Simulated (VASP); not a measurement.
# MgO (P-6m2) in VASP: a series of runs

The runs below take MgO through single point, with LDA.

All numbers are computed with VASP 6.6.1; they aren't measurements. Logs are shortened: lines on timing, memory, paths and dates and some standing lists are left out, and cuts for length are marked.

**1. The cell of the first run**

The structure is hexagonal, space group P-6m2 (No. 187). Conventional cell: a = 2.850 Å, b = 2.850 Å, c = 2.760 Å, α = 90.00°, β = 90.00°, γ = 120.00°. Within 2.8 Å of Mg (site symmetry -6m2) lie 6 O at 2.15 Å and 2 Mg at 2.76 Å. O (site symmetry -6m2) has 6 Mg at 2.15 Å and 2 O at 2.76 Å within 2.8 Å.

**2. Single point, LDA (strain -0.030 along x and y, +0.030 along z)**

The input, INCAR:

```
SYSTEM = MgO
PREC     = Accurate       ! precision mode
ENCUT    = 520            ! plane-wave cutoff, eV
EDIFF    = 1E-7           ! SCF threshold, eV
ISMEAR   = 0              ! smearing method
SIGMA    = 0.05           ! smearing width, eV
LREAL    = .FALSE.        ! projectors in reciprocal space
LASPH    = .TRUE.         ! aspherical terms in the spheres
NELM     = 80             ! most SCF steps
ALGO     = Normal         ! electronic algorithm
ISIF     = 2              ! what is computed and relaxed
LWAVE    = .FALSE.        ! write WAVECAR
LCHARG   = .FALSE.        ! write CHGCAR
GGA      = CA             ! functional
NBANDS   = 11             ! bands
```

The input, KPOINTS:

```
Automatic mesh
0
G
  9 9 8
  0 0 0
```

The input, POSCAR:

```
MgO
1.0
    2.8498802763      0.0000000000      0.0000000000
   -1.4249401382      2.4680687170      0.0000000000
    0.0000000000      0.0000000000      2.7600704000
Mg O
1 1
Direct
    0.0000000000      0.0000000000      0.0000000000
    0.3333333333      0.6666666667      0.5000000000
```

Potentials or basis: VASP PAW LDA potentials, release 64 (Mg, O).

On the command line:

```console
cat potpaw_LDA.64/Mg/POTCAR potpaw_LDA.64/O/POTCAR > POTCAR
mpirun -np 1 vasp_std > vasp.out
```

OUTCAR:

```text
SYSTEM = MgO
   PREC = Accurate
   ENCUT = 520
   EDIFF = 1E-7
   ISMEAR = 0
   LREAL = .FALSE.
   LASPH = .TRUE.
   NELM = 80
   ISIF = 2
   GGA = CA

 ion  position               nearest neighbor table
   1  0.000  0.000  0.000-   2 2.15   2 2.15   2 2.15   2 2.15   2 2.15   2 2.15
   2  0.333  0.667  0.500-   1 2.15   1 2.15   1 2.15   1 2.15   1 2.15   1 2.15

  LATTYP: Found a hexagonal cell.
 ALAT       =     2.8498802763
 C/A-ratio  =     0.9684864389

  Lattice vectors:

 A1 = (   2.8498802763,   0.0000000000,   0.0000000000)
 A2 = (  -1.4249401382,   2.4680687170,   0.0000000000)
 A3 = (   0.0000000000,   0.0000000000,   2.7600704000)

Analysis of symmetry for initial positions (statically):
=====================================================================
 Subroutine PRICEL returns:
 Original cell was already a primitive cell.

 Routine SETGRP: Setting up the symmetry group for a
 hexagonal supercell.

 Subroutine GETGRP returns: Found 12 space group operations
 (whereof 12 operations were pure point group operations)
 out of a pool of 24 trial point group operations.

The static configuration has the point symmetry D_3h.

Analysis of symmetry for dynamics (positions and initial velocities):
=====================================================================
 Subroutine PRICEL returns:
 Original cell was already a primitive cell.

 Routine SETGRP: Setting up the symmetry group for a
 hexagonal supercell.

 Subroutine GETGRP returns: Found 12 space group operations
 (whereof 12 operations were pure point group operations)
 out of a pool of 24 trial point group operations.

The dynamic configuration has the point symmetry D_3h.

 Subroutine INISYM returns: Found 12 space group operations
 (whereof 12 operations are pure point group operations),
 and found     1 'primitive' translations

----------------------------------------------------------------------------------------

                                     Primitive cell

  volume of cell :      19.4135

  direct lattice vectors                    reciprocal lattice vectors
     2.849880276  0.000000000  0.000000000     0.350891933  0.202587552  0.000000000
    -1.424940138  2.468068717  0.000000000     0.000000000  0.405175104  0.000000000
     0.000000000  0.000000000  2.760070400     0.000000000  0.000000000  0.362309599

  length of vectors
     2.849880276  2.849880276  2.760070400     0.405175104  0.405175104  0.362309599

  position of ions in fractional coordinates (direct lattice)
     0.000000000  0.000000000  0.000000000
     0.333333333  0.666666667  0.500000000

  ion indices of the primitive-cell ions
   primitive index   ion index
                 1           1
                 2           2

----------------------------------------------------------------------------------------

 KPOINTS: Automatic mesh

Automatic generation of k-mesh.
 Grid dimensions read from file:
 generate k-points for:    9    9    8

 Generating k-lattice:

  Cartesian coordinates                     Fractional coordinates (reciprocal lattice)
     0.038987993  0.022509728  0.000000000     0.111111111  0.000000000  0.000000000
     0.000000000  0.045019456  0.000000000     0.000000000  0.111111111  0.000000000
     0.000000000  0.000000000  0.045288700     0.000000000  0.000000000  0.125000000

  Length of vectors
     0.045019456  0.045019456  0.045288700

  Shift w.r.t. Gamma in fractional coordinates (k-lattice)
     0.000000000  0.000000000  0.000000000

 Subroutine IBZKPT returns following result:
 ===========================================

 Found     60 irreducible k-points:

 Following reciprocal coordinates:
            Coordinates               Weight
  0.000000  0.000000  0.000000      1.000000
  0.111111  0.000000  0.000000      6.000000
  0.222222 -0.000000  0.000000      6.000000
  0.333333  0.000000  0.000000      6.000000
  0.444444 -0.000000  0.000000      6.000000
  0.111111  0.111111  0.000000      6.000000
[... 16 lines left out ...]
  0.333333  0.222222  0.125000     24.000000
  0.333333  0.333333  0.125000      4.000000
 [... further k-points ...]
   k-points           NKPTS =     60   k-points in BZ     NKDIM =     60   number of bands    NBANDS=     11
   number of dos      NEDOS =    301   number of ions     NIONS =      2
   total plane-waves  NPLWV =  13824
   dimension x,y,z NGX =    24 NGY =   24 NGZ =   24
   dimension x,y,z NGXF=    48 NGYF=   48 NGZF=   48
   ions per type =               1   1
   NGX,Y,Z   is equivalent  to a cutoff of  14.00, 14.00, 14.46 a.u.
   NGXF,Y,Z  is equivalent  to a cutoff of  28.00, 28.00, 28.91 a.u.
 SYSTEM =  MgO
   PREC   = accura    normal or accurate (medium, high low for compatibility)
   ISTART =      0    job   : 0-new  1-cont  2-samecut
   ICHARG =      2    charge: 1-file 2-atom 10-const
   ISPIN  =      1    spin polarized calculation?
   LNONCOLLINEAR =      F non collinear calculations
[... 33 lines left out ...]
   LEPSILON=     F    determine dielectric tensor
   LRPA    =     F    only Hartree local field effects (RPA)
 non-spin polarized calculation
 Gauss-broadening in eV      SIGMA  =   0.05
  energy-cutoff  :      520.00
  volume of cell :       19.41
 maximum number of plane-waves:       539
 NGX is ok and might be reduce to    24
   NGX = 11   NGY = 11   NGZ = 11

 number of electron       7.9999999 magnetization

 Free energy of the ion-electron system (eV)
  ---------------------------------------------------
  ext. energy  EPLUGINS =         0.00000000
  ---------------------------------------------------
  free energy    TOTEN  =       -12.62791273 eV

  energy without entropy =      -12.62791273  energy(sigma->0) =      -12.62791273

 E-fermi :   3.6658     XC(G=0): -11.3956

 val. band max:        3.3719838786   @ k =   0.0000   0.0000   0.5000
 cond. band min:       6.2074305089   @ k =   0.0000   0.0000   0.0000
 fundamental gap:      2.8354466304
 Fermi energy:         3.6657848758

 k-point     1 :       0.0000    0.0000    0.0000
  band No.  band energies     occupation
      1     -14.0457      2.00000
      2       2.2936      2.00000
      3       2.9607      2.00000
      4       2.9607      2.00000
      5       6.2074      0.00000
      6      14.7568      0.00000
      7      19.6401      0.00000
      8      19.6401      0.00000
      9      23.1115      0.00000
     10      23.7534      0.00000
     11      25.8082      0.00000

 k-point     2 :       0.1111    0.0000    0.0000
  band No.  band energies     occupation
      1     -13.9172      2.00000
      2       2.1065      2.00000
      3       2.3463      2.00000
      4       2.8597      2.00000
      5       6.9291      0.00000
      6      15.0123      0.00000
      7      18.0821      0.00000
      8      19.9327      0.00000
      9      22.8706      0.00000
     10      24.7980      0.00000
     11      26.0808      0.00000

 k-point     3 :       0.2222   -0.0000    0.0000
  band No.  band energies     occupation
      1     -13.5721      2.00000
      2       0.5773      2.00000
      3       2.4838      2.00000
      4       2.6159      2.00000
      5       8.1571      0.00000
      6      14.9975      0.00000
      7      16.7016      0.00000
      8      20.5885      0.00000
      9      22.2160      0.00000
     10      24.2196      0.00000
     11      27.0636      0.00000

 k-point     4 :       0.3333    0.0000    0.0000
  band No.  band energies     occupation
      1     -13.1365      2.00000
      2      -0.8017      2.00000
      3       2.3566      2.00000
      4       2.6484      2.00000
      5       9.2321      0.00000
      6      14.1307      0.00000
      7      16.4899      0.00000
      8      21.1597      0.00000
      9      21.4132      0.00000
     10      24.2788      0.00000
     11      27.8738      0.00000
[... 239 lines left out ...]
 k-point    22 :       0.2222    0.2222    0.1250
  band No.  band energies     occupation
      1     -12.8417      2.00000
      2      -0.6763      2.00000
      3       1.4029      2.00000
      4       2.0830      2.00000
      5      10.3715      0.00000
      6      14.3426      0.00000
      7      16.6764      0.00000
      8      19.0643      0.00000
      9      21.6934      0.00000
     10      23.8233      0.00000
     11      27.5556      0.00000

 k-point    23 :       0.3333    0.2222    0.1250
  band No.  band energies     occupation
      1     -12.6051      2.00000
      2      -0.9446      2.00000
      3       0.7652      2.00000
      4       2.2231      2.00000
      5      11.0121      0.00000
      6      14.2858      0.00000
      7      15.9739      0.00000
      8      19.7139      0.00000
      9      20.7846      0.00000
     10      24.7605      0.00000
     11      27.1194      0.00000

 k-point    24 :       0.3333    0.3333    0.1250
  band No.  band energies     occupation
      1     -12.5236      2.00000
      2      -0.3187      2.00000
      3      -0.2695      2.00000
      4       2.2719      2.00000
      5      11.3808      0.00000
      6      14.8981      0.00000
      7      15.1675      0.00000
      8      20.1787      0.00000
      9      20.2800      0.00000
     10      25.5612      0.00000
     11      26.4807      0.00000

 [... further k-points ...]
[... 5 lines left out ...]
  --------------------------------------------------------------------------------------
  -------------------------------------------------------------------------------------
  Total        0.3712507      0.3712507     -3.6536735     -0.0000000      0.0000000     -0.0000000
  in kB       30.6389478     30.6389478   -301.5340010     -0.0000000      0.0000000     -0.0000000
  external PRESSURE =     -80.0853685 kB  Pullay stress =       0.0000000 kB

 VOLUME and BASIS-vectors are now :
 -----------------------------------------------------------------------------
  energy-cutoff  :      520.00
  volume of cell :       19.41
      direct lattice vectors                 reciprocal lattice vectors
     2.849880276  0.000000000  0.000000000     0.350891933  0.202587552  0.000000000
    -1.424940138  2.468068717  0.000000000     0.000000000  0.405175104  0.000000000
     0.000000000  0.000000000  2.760070400     0.000000000  0.000000000  0.362309599

 POSITION                                       TOTAL-FORCE (eV/Angst)
 -----------------------------------------------------------------------------------
      0.00000      0.00000      0.00000        -0.000000     -0.000000      0.000000
     -0.00000      1.64538      1.38004         0.000000      0.000000      0.000000
 -----------------------------------------------------------------------------------
    total drift:                                0.000000     -0.000000     -0.000000

  FREE ENERGIE OF THE ION-ELECTRON SYSTEM (eV)
  ---------------------------------------------------
  free  energy   TOTEN  =       -12.6279127299 eV

  energy  without entropy=      -12.6279127299  energy(sigma->0) =      -12.62791273
```

Wall time 5.3 s (1 thread of Intel Xeon 6975P-C (Granite Rapids), shared host); peak memory 0.13 GiB.

What came out:

* Free energy: -12.6279 eV
* Pressure: -8.0 GPa
* Band gap on the k mesh: 2.84 eV, indirect (least direct gap 3.25 eV)

Levels at points of the mesh, in eV from the valence-band top:
```csv
k point,band 1,band 2,band 3,band 4,band 5,band 6,band 7,band 8
"(0.00, 0.00, 0.00)",-17.42,-1.08,-0.41,-0.41,2.84,11.38,16.27,16.27
"(0.00, 0.00, 0.50)",-16.40,-5.89,0.00,0.00,8.55,8.67,17.59,17.59
```

Caveat: the cell differs from its parent crystal (strain -0.030 along x and y, +0.030 along z). A k mesh can miss the band edges.

**3. Single point, LDA (strain +0.000 along x and y, -0.030 along z)**

The input, INCAR:

```
SYSTEM = MgO
ALGO = Normal ; EDIFF = 1E-6
ENCUT = 520 ; GGA = CA
ISIF = 2 ; ISMEAR = 0
LASPH = .TRUE. ; LCHARG = .FALSE.
LREAL = .FALSE. ; LWAVE = .FALSE.
NBANDS = 11 ; NELM = 60
PREC = Accurate ; SIGMA = 0.05
```

The input, KPOINTS:

```
k-points
0
G
  9 9 8
  0 0 0
```

The input, POSCAR:

```
MgO
1.0
    2.9380209034      0.0000000000      0.0000000000
   -1.4690104517      2.5444007392      0.0000000000
    0.0000000000      0.0000000000      2.5992896000
Mg O
1 1
Direct
    0.0000000000      0.0000000000      0.0000000000
    0.3333333333      0.6666666667      0.5000000000
```

Potentials or basis: VASP PAW LDA potentials, release 64 (Mg, O).

On the command line:

```console
cat potpaw_LDA.64/Mg/POTCAR potpaw_LDA.64/O/POTCAR > POTCAR
mpirun -np 1 vasp_std > vasp.out
```

Run time: 3.8 s. Hardware: 1 thread of Intel Xeon 6975P-C (Granite Rapids), shared host; peak memory 0.13 GiB.

Results (log left out):

| Item | Value |
| --- | --- |
| Free energy | -12.6901 eV |
| Pressure | -6.3 GPa |
| Band gap on the k mesh | 2.97 eV, indirect (least direct gap 3.33 eV) |

Stress tensor (GPa, compression positive):
```
-11.70   0.00   0.00
  0.00 -11.70   0.00
  0.00   0.00   4.47
```

Levels at points of the mesh, in eV from the valence-band top:
| k point | band 1 | band 2 | band 3 | band 4 | band 5 | band 6 | band 7 | band 8 | band 9 |
| --- | --- | --- | --- | --- | --- | --- | --- | --- | --- |
| (0.00, 0.00, 0.00) | -17.58 | -1.03 | -1.03 | -0.36 | 2.97 | 11.67 | 14.88 | 14.88 | 19.52 |
| (0.00, 0.00, 0.50) | -16.29 | -5.72 | -0.42 | -0.42 | 8.00 | 9.08 | 17.19 | 17.19 | 17.89 |

Caveat: the cell differs from its parent crystal (strain +0.000 along x and y, -0.030 along z). A k mesh can miss the band edges.

**4. Single point, LDA (strain -0.030 along x and y, +0.015 along z)**

The input, INCAR:

```
SYSTEM = MgO
  ALGO = Normal
  EDIFF = 1E-6
  ENCUT = 520
  ISIF = 2
  ISMEAR = 0
  LASPH = .TRUE.
  LCHARG = .FALSE.
  LREAL = .FALSE.
  LWAVE = .FALSE.
  NBANDS = 11
  NELM = 60
  PREC = Accurate
  SIGMA = 0.05
```

KPOINTS is that of step 3.

The input, POSCAR:

```
MgO
1.0
    2.8498802763      0.0000000000      0.0000000000
   -1.4249401382      2.4680687170      0.0000000000
    0.0000000000      0.0000000000      2.7198752000
Mg O
1 1
Direct
    0.0000000000      0.0000000000      0.0000000000
    0.3333333333      0.6666666667      0.5000000000
```

On the command line:

```console
cat potpaw_LDA.64/Mg/POTCAR potpaw_LDA.64/O/POTCAR > POTCAR
mpirun -np 1 vasp_std > vasp.out
```

It took 3.4 s on 1 thread of Intel Xeon 6975P-C (Granite Rapids), shared host; peak memory 0.13 GiB.

The run converged. Its results:

* Free energy: -12.6743 eV
* Pressure: -5.8 GPa
* Band gap on the k mesh: 3.08 eV, indirect (least direct gap 3.53 eV)

Stress tensor (GPa, compression positive):
```
  2.62   0.00   0.00
  0.00   2.62   0.00
  0.00   0.00 -22.72
```

Levels at points of the mesh, in eV from the valence-band top:
| k point | band 1 | band 2 | band 3 | band 4 | band 5 | band 6 | band 7 | band 8 | band 9 |
| --- | --- | --- | --- | --- | --- | --- | --- | --- | --- |
| (0.00, 0.00, 0.00) | -17.45 | -0.90 | -0.45 | -0.45 | 3.08 | 11.52 | 16.25 | 16.25 | 20.31 |
| (0.00, 0.00, 0.50) | -16.36 | -5.86 | 0.00 | 0.00 | 8.77 | 8.84 | 17.71 | 17.71 | 19.08 |

Caveat: the cell differs from its parent crystal (strain -0.030 along x and y, +0.015 along z).

**5. Single point, LDA (strain -0.015 along x and y, +0.000 along z)**

The input, INCAR:

```
SYSTEM = MgO
PREC     = Accurate       ! precision mode
ENCUT    = 520            ! plane-wave cutoff, eV
EDIFF    = 1E-7           ! SCF threshold, eV
ISMEAR   = 0              ! smearing method
SIGMA    = 0.05           ! smearing width, eV
LREAL    = .FALSE.        ! projectors in reciprocal space
LASPH    = .TRUE.         ! aspherical terms in the spheres
NELM     = 80             ! most SCF steps
ALGO     = Normal         ! electronic algorithm
ISIF     = 2              ! what is computed and relaxed
LWAVE    = .FALSE.        ! write WAVECAR
LCHARG   = .TRUE.         ! write CHGCAR
LELF     = .TRUE.         ! ELF
LVHAR    = .TRUE.       
NBANDS   = 11             ! bands
```

The input, KPOINTS:

```
Automatic mesh
0
G
  9 9 8
  0 0 0
```

The input, POSCAR:

```
MgO
1.0
    2.8939505899      0.0000000000      0.0000000000
   -1.4469752949      2.5062347281      0.0000000000
    0.0000000000      0.0000000000      2.6796800000
Mg O
1 1
Direct
    0.0000000000      0.0000000000      0.0000000000
    0.3333333333      0.6666666667      0.5000000000
```

On the command line:

```console
cat potpaw_LDA.64/Mg/POTCAR potpaw_LDA.64/O/POTCAR > POTCAR
mpirun -np 1 vasp_std > vasp.out
```

It took 3.7 s on 1 thread of Intel Xeon 6975P-C (Granite Rapids), shared host; peak memory 0.13 GiB.

Results (log left out):

```yaml
Free_energy: -12.7033 eV
Pressure: -7.5 GPa
Band_gap_on_the_k_mesh: 3.18 eV, indirect (least direct gap 3.68 eV)
```

Stress tensor (GPa, compression positive):
```
 -4.52   0.00   0.00
  0.00  -4.52   0.00
  0.00   0.00 -13.39
```

Levels at points of the mesh, in eV from the valence-band top:
```tsv
k point	band 1	band 2	band 3	band 4	band 5	band 6	band 7	band 8	band 9
(0.00, 0.00, 0.00)	-17.27	-0.51	-0.50	-0.50	3.18	11.69	15.80	15.80	20.14
(0.00, 0.00, 0.50)	-16.13	-5.57	0.00	0.00	8.55	9.05	17.61	17.61	18.70
```

Caveat: the cell differs from its parent crystal (strain -0.015 along x and y, +0.000 along z). A k mesh can miss the band edges.

**6. Single point, LDA (strain -0.015 along x and y, +0.030 along z)**

The input, INCAR:

```
SYSTEM = MgO
PREC     = Accurate       ! precision mode
ENCUT    = 520            ! plane-wave cutoff, eV
EDIFF    = 1E-7           ! SCF threshold, eV
ISMEAR   = 0              ! smearing method
SIGMA    = 0.05           ! smearing width, eV
LREAL    = .False.        ! projectors in reciprocal space
LASPH    = .True.         ! aspherical terms in the spheres
NELM     = 100            ! most SCF steps
ALGO     = Normal         ! electronic algorithm
ISIF     = 2              ! what is computed and relaxed
LWAVE    = .False.        ! write WAVECAR
LCHARG   = .False.        ! write CHGCAR
GGA      = CA             ! functional
NBANDS   = 11             ! bands
```

The input, KPOINTS:

```
Automatic mesh
0
Gamma
  9 9 8
  0 0 0
```

POSCAR, as its differences from that of step 5:

```diff
@@ -4,3 +4,3 @@
    -1.4469752949      2.5062347281      0.0000000000
-    0.0000000000      0.0000000000      2.6796800000
+    0.0000000000      0.0000000000      2.7600704000
 Mg O
```

Potentials or basis: VASP PAW LDA potentials, release 64 (Mg, O).

On the command line:

```console
cat potpaw_LDA.64/Mg/POTCAR potpaw_LDA.64/O/POTCAR > POTCAR
mpirun -np 1 vasp_std > vasp.out
```

Wall time 3.9 s (1 thread of Intel Xeon 6975P-C (Granite Rapids), shared host); peak memory 0.13 GiB.

Results (log left out):

* Free energy: -12.6277 eV
* Pressure: -11.6 GPa
* Band gap on the k mesh: 2.75 eV, indirect (least direct gap 3.17 eV)

Stress tensor (GPa, compression positive):
```
 -3.38   0.00   0.00
  0.00  -3.38   0.00
  0.00   0.00 -28.12
```

Levels at points of the mesh, in eV from the valence-band top:
```tsv
k point	band 1	band 2	band 3	band 4	band 5	band 6	band 7	band 8
(0.00, 0.00, 0.00)	-17.20	-0.87	-0.43	-0.43	2.75	11.38	15.85	15.85
(0.00, 0.00, 0.50)	-16.20	-5.63	0.00	0.00	8.36	8.48	17.37	17.37
```

Caveat: the cell differs from its parent crystal (strain -0.015 along x and y, +0.030 along z). A k mesh can miss the band edges.

**7. Summary**

```tsv
cell	gap on the mesh (eV)	pressure (GPa)
a = 2.850, b = 2.850, c = 2.760 Å, angles 90.0, 90.0, 120.0°, 2 atoms	2.84	-8.0
a = 2.938, b = 2.938, c = 2.599 Å, angles 90.0, 90.0, 120.0°, 2 atoms	2.97	-6.3
a = 2.850, b = 2.850, c = 2.720 Å, angles 90.0, 90.0, 120.0°, 2 atoms	3.08	-5.8
a = 2.894, b = 2.894, c = 2.680 Å, angles 90.0, 90.0, 120.0°, 2 atoms	3.18	-7.5
a = 2.894, b = 2.894, c = 2.760 Å, angles 90.0, 90.0, 120.0°, 2 atoms	2.75	-11.6
```

Alike in all rows: task single point; level LDA; potentials or basis VASP PAW LDA potentials, release 64 (Mg, O); no spin polarisation; k mesh 9 × 9 × 8; cutoff (eV) 520; smearing gaussian 0.05 eV.

Absolute energies hang on the potentials; compare differences alone.
